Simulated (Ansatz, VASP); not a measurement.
# PbSe in VASP and in Ansatz

The input INCAR:

```
SYSTEM = PbSe
PREC = Accurate
ENCUT = 520
EDIFF = 1E-7
ISMEAR = -1
SIGMA = 0.02
LREAL = .FALSE.
LASPH = .TRUE.
NELM = 80
ALGO = Normal
ISIF = 2
LWAVE = .FALSE.
LCHARG = .TRUE.
GGA = PE
LELF = .TRUE.
LVHAR = .TRUE.
NBANDS = 17
```

File KPOINTS:

```
Automatic mesh
0
G
  8 8 8
  0 0 0
```

POSCAR

```
PbSe
1.0
    0.0000000000      3.0578151973      3.0944967051
    3.0578151973      0.0000000000      3.0944967051
    3.0578151973      3.0578151973      0.0000000000
Pb Se
1 1
Direct
    0.0000000000      0.0000000000      0.0000000000
    0.5000000000      0.5000000000      0.5000000000
```

Input for Ansatz:

```yaml
crystal:
  lattice:
    - [0.0, 3.0578151973, 3.0944967051]
    - [3.0578151973, 0.0, 3.0944967051]
    - [3.0578151973, 3.0578151973, 0.0]
  atoms:
    - { symbol: Pb, position: [0.0, 0.0, 0.0] }
    - { symbol: Se, position: [0.5, 0.5, 0.5] }
kpoints:
  mp_grid: { grid: [8, 8, 8] }
  band_path:
    path:
      - [0.0, 0.0, 0.0]
      - [0.5, 0.0, 0.5]
      - [0.625, 0.25, 0.625]
      - [0.375, 0.375, 0.75]
      - [0.5, 0.5, 0.5]
      - [0.5, 0.25, 0.75]
      - [0.0, 0.0, 0.5]
    npoints: 1
hamiltonian:
  xc: pbe
scf:
  occupations: { method: fermi_dirac, width: 0.02 }
  n_extra_bands: 4
output:
  forces: true
  stress: true
  eigenvalues: true
```

Change from the starting cell: epitaxial_xy strain -1.0%.

Alike in both runs: task single point; functional PBE; k mesh 8 × 8 × 8; occupations fermi-dirac, width 0.02 eV; no spin polarisation.

|  | VASP | Ansatz |
| --- | --- | --- |
| version | VASP 6.6.1 | Ansatz 0.2.0 |
| potentials or method | VASP PAW PBE potentials, release 64 (Pb_d, Se) | plane waves, PAW |
| plane-wave cutoff (eV) | 520 | 420 |
| valence electrons in the cell | 20 | 30 |

|  | VASP | Ansatz | Ansatz less VASP |
| --- | --- | --- | --- |
| pressure (GPa) | 1.9 | 1.9 | +0.02 |
| traceless stress, the component that is largest in VASP (GPa) | -0.96 | -0.96 | +0.003 |

VASP's potentials hold 20 valence electrons a cell and Ansatz's 30, so a difference there can come from the potentials and not from the codes.

Spin-orbit coupling is off throughout.
